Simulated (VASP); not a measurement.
# MgO (Pm-3n) in VASP: a series of runs

The runs below take MgO through single point, with PBEsol+D3(BJ).

Program: VASP 6.6.1. These are calculated values, not measurements. Logs are shortened: lines on timing, memory, paths and dates and some standing lists are left out, and cuts for length are marked.

## 1. The cell of the first run

The structure is cubic, space group Pm-3n (No. 223). The conventional cell has a = 5.641 Å, b = 5.641 Å, c = 5.641 Å, α = 90.00°, β = 90.00°, γ = 90.00°. Within 2.6 Å of Mg (site symmetry -4m2) lie 4 O at 1.99 Å. O (site symmetry -4m2) has 4 Mg at 1.99 Å within 2.6 Å.

## 2. Single point, PBEsol+D3(BJ)

Input file INCAR:

```
SYSTEM = MgO
PREC     = Accurate       ! precision mode
ENCUT    = 600            ! plane-wave cutoff, eV
EDIFF    = 1E-6           ! SCF threshold, eV
ISMEAR   = 0              ! smearing method
SIGMA    = 0.01           ! smearing width, eV
LREAL    = .False.        ! projectors in reciprocal space
LASPH    = .True.         ! aspherical terms in the spheres
NELM     = 120            ! most SCF steps
ALGO     = Normal         ! electronic algorithm
ISIF     = 2              ! what is computed and relaxed
LWAVE    = .False.        ! write WAVECAR
LCHARG   = .True.         ! write CHGCAR
GGA      = PS             ! functional
IVDW     = 12             ! dispersion correction
LELF     = .True.         ! ELF
LVHAR    = .True.       
NBANDS   = 36             ! bands
GGA_COMPAT= .False.
```

Input file KPOINTS:

```
regular mesh
0
Gamma
  4 4 4
  0 0 0
```

Input file POSCAR:

```
MgO
1.0
    5.6405780000      0.0000000000      0.0000000000
    0.0000000000      5.6405780000      0.0000000000
    0.0000000000      0.0000000000      5.6405780000
Mg O
6 6
Direct
    0.2500000000      0.0000000000      0.5000000000
    0.0000000000      0.5000000000      0.2500000000
    0.0000000000      0.5000000000      0.7500000000
    0.5000000000      0.2500000000      0.0000000000
    0.5000000000      0.7500000000      0.0000000000
    0.7500000000      0.0000000000      0.5000000000
    0.2500000000      0.5000000000      0.0000000000
    0.0000000000      0.2500000000      0.5000000000
    0.0000000000      0.7500000000      0.5000000000
    0.5000000000      0.0000000000      0.2500000000
    0.5000000000      0.0000000000      0.7500000000
    0.7500000000      0.5000000000      0.0000000000
```

Potentials or basis: VASP PAW PBE potentials, release 64 (Mg, O).

Launch:

```
cat potpaw_PBE.64/Mg/POTCAR potpaw_PBE.64/O/POTCAR > POTCAR
mpirun -np 1 vasp_std > vasp.out
```

OUTCAR:

```text
SYSTEM = MgO
   PREC = Accurate
   ENCUT = 600
   EDIFF = 1E-6
   ISMEAR = 0
   LREAL = .False.
   LASPH = .True.
   NELM = 120
   ISIF = 2
   GGA = PS
   IVDW = 12
 IVDW          = 12

 ion  position               nearest neighbor table
   1  0.250  0.000  0.500-   8 1.99   9 1.99  10 1.99  11 1.99   6 2.82   6 2.82   4 3.45   5 3.45
                             2 3.45   4 3.45   5 3.45   2 3.45   3 3.45   3 3.45
   2  0.000  0.500  0.250-   7 1.99   8 1.99   9 1.99  12 1.99   3 2.82   3 2.82   4 3.45   5 3.45
                             6 3.45   1 3.45   1 3.45   6 3.45   4 3.45   5 3.45
   3  0.000  0.500  0.750-   7 1.99   8 1.99   9 1.99  12 1.99   2 2.82   2 2.82   4 3.45   5 3.45
                             6 3.45   1 3.45   1 3.45   6 3.45   4 3.45   5 3.45
   4  0.500  0.250  0.000-   7 1.99  10 1.99  11 1.99  12 1.99   5 2.82   5 2.82   3 3.45   1 3.45
                             6 3.45   1 3.45   6 3.45   2 3.45   2 3.45   3 3.45
   5  0.500  0.750  0.000-   7 1.99  10 1.99  11 1.99  12 1.99   4 2.82   4 2.82   3 3.45   1 3.45
                             6 3.45   1 3.45   6 3.45   2 3.45   2 3.45   3 3.45
   6  0.750  0.000  0.500-   8 1.99   9 1.99  10 1.99  11 1.99   1 2.82   1 2.82   3 3.45   4 3.45
                             5 3.45   4 3.45   5 3.45   2 3.45   3 3.45   2 3.45
   7  0.250  0.500  0.000-   2 1.99   3 1.99   4 1.99   5 1.99
   8  0.000  0.250  0.500-   1 1.99   2 1.99   3 1.99   6 1.99
   9  0.000  0.750  0.500-   1 1.99   2 1.99   3 1.99   6 1.99
  10  0.500  0.000  0.250-   1 1.99   4 1.99   5 1.99   6 1.99
  11  0.500  0.000  0.750-   1 1.99   4 1.99   5 1.99   6 1.99
  12  0.750  0.500  0.000-   2 1.99   3 1.99   4 1.99   5 1.99

  LATTYP: Found a simple cubic cell.
 ALAT       =     5.6405780000

  Lattice vectors:

 A1 = (   5.6405780000,   0.0000000000,   0.0000000000)
 A2 = (   0.0000000000,   5.6405780000,   0.0000000000)
 A3 = (   0.0000000000,   0.0000000000,   5.6405780000)

Analysis of symmetry for initial positions (statically):
=====================================================================
 Subroutine PRICEL returns:
 Original cell was already a primitive cell.

 Routine SETGRP: Setting up the symmetry group for a
 simple cubic supercell.

 Subroutine GETGRP returns: Found 48 space group operations
 (whereof 24 operations were pure point group operations)
 out of a pool of 48 trial point group operations.

The static configuration has the point symmetry T_h .
 The point group associated with its full space group is O_h .

Analysis of symmetry for dynamics (positions and initial velocities):
=====================================================================
 Subroutine PRICEL returns:
 Original cell was already a primitive cell.

 Routine SETGRP: Setting up the symmetry group for a
 simple cubic supercell.

[... 128 lines left out ...]
   IMIX   =      4    mixing-type and parameters
     AMIX     =   0.40;   BMIX     =  1.00
     AMIX_MAG =   1.60;   BMIX_MAG =  1.00
  volume/ion in A,a.u.               =      14.96       100.92
  Fermi-wavevector in a.u.,A,eV,Ry     =   1.054787  1.993259 15.137524  1.112577
  Thomas-Fermi vector in A             =   2.189961
   LORBIT       =      0    0 simple, 1 ext, 2 COOP (PROOUT), +10 PAW based schemes
   GGA     = PS    functional components
   LHFCALC =     F    Hartree Fock is set to
   AEXX    =    0.0000 exact exchange contribution
   IVDW    =    12    specifies the selected vdW correction
   LEPSILON=     F    determine dielectric tensor
   LRPA    =     F    only Hartree local field effects (RPA)
 non-spin polarized calculation
 Gauss-broadening in eV      SIGMA  =   0.01
  energy-cutoff  :      600.00
  volume of cell :      179.46
 maximum number of plane-waves:      6031
 NGX is ok and might be reduce to    48
   NGX = 23   NGY = 23   NGZ = 23

 number of electron      48.0000044 magnetization

 Free energy of the ion-electron system (eV)
  ---------------------------------------------------
  ext. energy  EPLUGINS =         0.00000000
  ---------------------------------------------------
  free energy    TOTEN  =       -72.64827949 eV

  energy without entropy =      -72.64827949  energy(sigma->0) =      -72.64827949

 E-fermi :  -0.2409     XC(G=0):  -8.6050

 val. band max:       -0.2991175029   @ k =   0.0000   0.0000   0.0000
 cond. band min:       2.4804753719   @ k =   0.0000   0.0000   0.0000
 fundamental gap:      2.7795928748
 Fermi energy:        -0.2409276659

 k-point     1 :       0.0000    0.0000    0.0000
  band No.  band energies     occupation
      1     -16.2530      2.00000
      2     -15.8316      2.00000
      3     -15.8316      2.00000
      4     -15.3988      2.00000
      5     -15.3988      2.00000
      6     -15.3988      2.00000
[... 379 lines left out ...]
     35      11.5860      0.00000
     36      11.5860      0.00000

------------------------ aborting loop because EDIFF is reached ----------------------------------------

 Edisp (eV)   -1.85589

 E8    (eV) :    -1.1494

  FORCE on cell =-STRESS in cart. coord.  units (eV):
  Direction    XX          YY          ZZ          XY          YZ          ZX
  --------------------------------------------------------------------------------------
  -------------------------------------------------------------------------------------
  Total      -5.11271    -5.11271    -5.11271     0.00000    -0.00000     0.00000
  in kB     -45.64477   -45.64477   -45.64477     0.00000    -0.00000     0.00000
  external pressure =      -45.64 kB  Pullay stress =        0.00 kB

 VOLUME and BASIS-vectors are now :
 -----------------------------------------------------------------------------
  energy-cutoff  :      600.00
  volume of cell :      179.46
      direct lattice vectors                 reciprocal lattice vectors
     5.640578000  0.000000000  0.000000000     0.177286796  0.000000000  0.000000000
     0.000000000  5.640578000  0.000000000     0.000000000  0.177286796  0.000000000
     0.000000000  0.000000000  5.640578000     0.000000000  0.000000000  0.177286796

 POSITION                                       TOTAL-FORCE (eV/Angst)
 -----------------------------------------------------------------------------------
      1.41014      0.00000      2.82029         0.000000     -0.000000      0.000000
      0.00000      2.82029      1.41014         0.000000     -0.000000     -0.000000
      0.00000      2.82029      4.23043         0.000000     -0.000000      0.000000
      2.82029      1.41014      0.00000         0.000000     -0.000000      0.000000
      2.82029      4.23043      0.00000         0.000000      0.000000      0.000000
      4.23043      0.00000      2.82029        -0.000000     -0.000000      0.000000
      1.41014      2.82029      0.00000         0.000000     -0.000000      0.000000
      0.00000      1.41014      2.82029         0.000000     -0.000000      0.000000
      0.00000      4.23043      2.82029        -0.000000     -0.000000      0.000000
      2.82029      0.00000      1.41014        -0.000000      0.000000      0.000000
      2.82029      0.00000      4.23043         0.000000     -0.000000     -0.000000
      4.23043      2.82029      0.00000        -0.000000      0.000000      0.000000
 -----------------------------------------------------------------------------------
    total drift:                                0.000000      0.000000     -0.000000

  FREE ENERGIE OF THE ION-ELECTRON SYSTEM (eV)
  ---------------------------------------------------
  free  energy   TOTEN  =       -74.5041685833 eV

  energy  without entropy=      -74.5041685833  energy(sigma->0) =      -74.50416858
```

OSZICAR:

```text
N       E                     dE             d eps       ncg     rms          rms(c)
DAV:   1     0.291646136430E+03    0.29165E+03   -0.23390E+04   720   0.129E+03
DAV:   2    -0.561407908842E+02   -0.34779E+03   -0.32768E+03   972   0.264E+02
DAV:   3    -0.862889135084E+02   -0.30148E+02   -0.29979E+02   896   0.825E+01
DAV:   4    -0.866072828326E+02   -0.31837E+00   -0.31799E+00   860   0.965E+00
DAV:   5    -0.866107381188E+02   -0.34553E-02   -0.34547E-02   848   0.986E-01    0.199E+01
DAV:   6    -0.732231293682E+02    0.13388E+02   -0.54580E+01   832   0.344E+01    0.731E+00
DAV:   7    -0.728438381460E+02    0.37929E+00   -0.11652E+00   768   0.549E+00    0.399E+00
DAV:   8    -0.726376854828E+02    0.20615E+00   -0.44938E-01   800   0.486E+00    0.789E-01
DAV:   9    -0.726461349181E+02   -0.84494E-02   -0.11714E-01   864   0.162E+00    0.537E-01
DAV:  10    -0.726473612844E+02   -0.12264E-02   -0.22956E-02   744   0.766E-01    0.734E-02
DAV:  11    -0.726480401918E+02   -0.67891E-03   -0.10943E-03   776   0.153E-01    0.640E-02
DAV:  12    -0.726482881480E+02   -0.24796E-03   -0.61058E-04   756   0.895E-02    0.280E-02
DAV:  13    -0.726482813305E+02    0.68175E-05   -0.17218E-04   880   0.611E-02    0.147E-02
DAV:  14    -0.726482795131E+02    0.18174E-05   -0.23676E-05   776   0.243E-02    0.260E-03
DAV:  15    -0.726482794897E+02    0.23354E-07   -0.12504E-06   540   0.570E-03
   1 F= -.74504169E+02 E0= -.74504169E+02  d E =-.369340E-17
```

Wall time 75 s (1 thread of AMD EPYC 7R13 (Zen 3), shared host); peak memory 0.31 GiB.

What came out:

```
Free energy                : -74.5042 eV
Pressure                   : -4.6 GPa
Band gap on the k mesh     : 2.78 eV
Dispersion energy per atom : -0.155 eV
```

Caveat: three body term missing; the cell stands under tension; the PAW data sets were made with another functional, which shifts forces and pressure a little.

## 3. Single point, PBEsol+D3(BJ)

Input file INCAR:

```
PREC = Accurate
ENCUT = 600
EDIFF = 1E-6
ISMEAR = 0
SIGMA = 0.01
LREAL = False
LASPH = True
NELM = 120
ALGO = Normal
ISIF = 2
LWAVE = False
LCHARG = False
GGA = PS
IVDW = 12
NBANDS = 36
GGA_COMPAT = False
```

Input file KPOINTS:

```
regular mesh
0
Gamma
  4 4 4
```

POSCAR is that of step 2.

Potentials or basis: VASP PAW PBE potentials, release 64 (Mg, O).

Launch:

```
cat potpaw_PBE.64/Mg/POTCAR potpaw_PBE.64/O/POTCAR > POTCAR
mpirun -np 1 vasp_std > vasp.out
```

OUTCAR:

```text
PREC = Accurate
   ENCUT = 600
   EDIFF = 1E-6
   ISMEAR = 0
   LREAL = False
   LASPH = True
   NELM = 120
   ISIF = 2
   GGA = PS
   IVDW = 12
 IVDW          = 12

 ion  position               nearest neighbor table
   1  0.250  0.000  0.500-   8 1.99   9 1.99  10 1.99  11 1.99   6 2.82   6 2.82   4 3.45   5 3.45
                             2 3.45   4 3.45   5 3.45   2 3.45   3 3.45   3 3.45
   2  0.000  0.500  0.250-   7 1.99   8 1.99   9 1.99  12 1.99   3 2.82   3 2.82   4 3.45   5 3.45
                             6 3.45   1 3.45   1 3.45   6 3.45   4 3.45   5 3.45
   3  0.000  0.500  0.750-   7 1.99   8 1.99   9 1.99  12 1.99   2 2.82   2 2.82   4 3.45   5 3.45
                             6 3.45   1 3.45   1 3.45   6 3.45   4 3.45   5 3.45
   4  0.500  0.250  0.000-   7 1.99  10 1.99  11 1.99  12 1.99   5 2.82   5 2.82   3 3.45   1 3.45
                             6 3.45   1 3.45   6 3.45   2 3.45   2 3.45   3 3.45
   5  0.500  0.750  0.000-   7 1.99  10 1.99  11 1.99  12 1.99   4 2.82   4 2.82   3 3.45   1 3.45
                             6 3.45   1 3.45   6 3.45   2 3.45   2 3.45   3 3.45
   6  0.750  0.000  0.500-   8 1.99   9 1.99  10 1.99  11 1.99   1 2.82   1 2.82   3 3.45   4 3.45
                             5 3.45   4 3.45   5 3.45   2 3.45   3 3.45   2 3.45
   7  0.250  0.500  0.000-   2 1.99   3 1.99   4 1.99   5 1.99
   8  0.000  0.250  0.500-   1 1.99   2 1.99   3 1.99   6 1.99
   9  0.000  0.750  0.500-   1 1.99   2 1.99   3 1.99   6 1.99
  10  0.500  0.000  0.250-   1 1.99   4 1.99   5 1.99   6 1.99
  11  0.500  0.000  0.750-   1 1.99   4 1.99   5 1.99   6 1.99
  12  0.750  0.500  0.000-   2 1.99   3 1.99   4 1.99   5 1.99

  LATTYP: Found a simple cubic cell.
 ALAT       =     5.6405780000

  Lattice vectors:

 A1 = (   5.6405780000,   0.0000000000,   0.0000000000)
 A2 = (   0.0000000000,   5.6405780000,   0.0000000000)
 A3 = (   0.0000000000,   0.0000000000,   5.6405780000)

Analysis of symmetry for initial positions (statically):
=====================================================================
 Subroutine PRICEL returns:
[... 162 lines left out ...]
 Gauss-broadening in eV      SIGMA  =   0.01
  energy-cutoff  :      600.00
  volume of cell :      179.46
 maximum number of plane-waves:      6031
 NGX is ok and might be reduce to    48
   NGX = 23   NGY = 23   NGZ = 23

 number of electron      48.0000044 magnetization

 Free energy of the ion-electron system (eV)
  ---------------------------------------------------
  ext. energy  EPLUGINS =         0.00000000
  ---------------------------------------------------
  free energy    TOTEN  =       -72.64827949 eV

  energy without entropy =      -72.64827949  energy(sigma->0) =      -72.64827949

 E-fermi :  -0.2409     XC(G=0):  -8.6050

 val. band max:       -0.2991175029   @ k =   0.0000   0.0000   0.0000
 cond. band min:       2.4804753719   @ k =   0.0000   0.0000   0.0000
 fundamental gap:      2.7795928748
 Fermi energy:        -0.2409276659

 k-point     1 :       0.0000    0.0000    0.0000
  band No.  band energies     occupation
      1     -16.2530      2.00000
      2     -15.8316      2.00000
      3     -15.8316      2.00000
      4     -15.3988      2.00000
      5     -15.3988      2.00000
      6     -15.3988      2.00000
[... 379 lines left out ...]
     35      11.5860      0.00000
     36      11.5860      0.00000

------------------------ aborting loop because EDIFF is reached ----------------------------------------

 Edisp (eV)   -1.85589

 E8    (eV) :    -1.1494

  FORCE on cell =-STRESS in cart. coord.  units (eV):
  Direction    XX          YY          ZZ          XY          YZ          ZX
  --------------------------------------------------------------------------------------
  -------------------------------------------------------------------------------------
  Total      -5.11271    -5.11271    -5.11271     0.00000    -0.00000     0.00000
  in kB     -45.64477   -45.64477   -45.64477     0.00000    -0.00000     0.00000
  external pressure =      -45.64 kB  Pullay stress =        0.00 kB

 VOLUME and BASIS-vectors are now :
 -----------------------------------------------------------------------------
  energy-cutoff  :      600.00
  volume of cell :      179.46
      direct lattice vectors                 reciprocal lattice vectors
     5.640578000  0.000000000  0.000000000     0.177286796  0.000000000  0.000000000
     0.000000000  5.640578000  0.000000000     0.000000000  0.177286796  0.000000000
     0.000000000  0.000000000  5.640578000     0.000000000  0.000000000  0.177286796

 POSITION                                       TOTAL-FORCE (eV/Angst)
 -----------------------------------------------------------------------------------
      1.41014      0.00000      2.82029         0.000000     -0.000000      0.000000
      0.00000      2.82029      1.41014         0.000000     -0.000000     -0.000000
      0.00000      2.82029      4.23043         0.000000     -0.000000      0.000000
      2.82029      1.41014      0.00000         0.000000     -0.000000      0.000000
      2.82029      4.23043      0.00000         0.000000      0.000000      0.000000
      4.23043      0.00000      2.82029        -0.000000     -0.000000      0.000000
      1.41014      2.82029      0.00000         0.000000     -0.000000      0.000000
      0.00000      1.41014      2.82029         0.000000     -0.000000      0.000000
      0.00000      4.23043      2.82029        -0.000000     -0.000000      0.000000
      2.82029      0.00000      1.41014        -0.000000      0.000000      0.000000
      2.82029      0.00000      4.23043         0.000000     -0.000000     -0.000000
      4.23043      2.82029      0.00000        -0.000000      0.000000      0.000000
 -----------------------------------------------------------------------------------
    total drift:                                0.000000      0.000000     -0.000000

  FREE ENERGIE OF THE ION-ELECTRON SYSTEM (eV)
  ---------------------------------------------------
  free  energy   TOTEN  =       -74.5041685833 eV

  energy  without entropy=      -74.5041685833  energy(sigma->0) =      -74.50416858
```

Wall time 70 s (1 thread of AMD EPYC 7R13 (Zen 3), shared host); peak memory 0.31 GiB.

Results:

* Free energy: -74.5042 eV
* Pressure: -4.6 GPa
* Band gap on the k mesh: 2.78 eV
* Dispersion energy per atom: -0.155 eV

Caveat: three body term missing; the cell stands under tension; the PAW data sets were made with another functional, which shifts forces and pressure a little.
